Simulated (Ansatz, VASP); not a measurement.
## One calculation of CaB2, two programs

```
Ca B
1.0
     3.65184    0.00000    0.00000
    -1.82592    3.16259    0.00000
     0.00000    0.00000    4.60368
Ca B
1 2
Direct
  0.00000 0.00000 0.00000
  0.33333 0.66667 0.50000
  0.66667 0.33333 0.50000
```

Alike in both runs: task single point; functional PBE; k mesh 6 × 6 × 4; occupations gaussian, width 0.1 eV; no spin polarisation.

```csv
,VASP,Ansatz
version,VASP 6.6.1,Ansatz 0.2.0
potentials or method,"VASP PAW PBE potentials, release 64 (Ca_sv, B), cutoff 500 eV","scalar-relativistic, plane waves, PAW"
valence electrons in the cell,16,16
```

```csv
,VASP,Ansatz,Ansatz less VASP
gap on the k mesh at the Fermi level (eV),none,none,-
pressure (GPa),-22.0,-22.0,-0.06
"traceless stress, the component that is largest in VASP (GPa)",2.15,2.12,-0.033
```

A gap of «none» marks a metal or a gap that the smearing closes.
